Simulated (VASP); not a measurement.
Runs of VASP 6.6.1 on Se. The structure is that of space group Pm-3m (No. 221), or close to it. The cells are those of the table. 

| task | cell | cutoff (eV) | k mesh for the DOS | occupations for the DOS | gap on the mesh (eV) | pressure (GPa) |
| --- | --- | --- | --- | --- | --- | --- |
| single point | a = 3.866 Å, angles 60.0°, 2 atoms | 520 | - | - | none | (a) |
| single point | a = 3.717 Å, angles 60.0°, 2 atoms | 520 | - | - | none | 26.1 |
| single point | a = 4.004 Å, angles 60.0°, 2 atoms | 520 | - | - | none | 0.0 |
| single point | a = 3.555 Å, angles 60.0°, 2 atoms | 520 | - | - | none | 56.0 |
| single point | a = 3.178 Å, angles 60.0°, 2 atoms | 520 | - | - | none | (b) |
| relaxation of shape and atoms at fixed volume | relaxed from a = 2.950 Å, angles 60.0°, 2 atoms | 600 | - | - | none | 343.9 |

Alike in all rows: level PBE; potentials or basis VASP PAW PBE potentials, release 64 (Se); no spin polarisation; k mesh 13 × 13 × 13; smearing fermi-dirac 0.08 eV.

**Question.** Estimate the missing entries.

**Answer.** (a) 9.4; (b) 198.1.

A k mesh can miss the band edges, and the runs leave out spin-orbit coupling on Se.

A gap of «none» marks levels without a gap at the run's occupations.
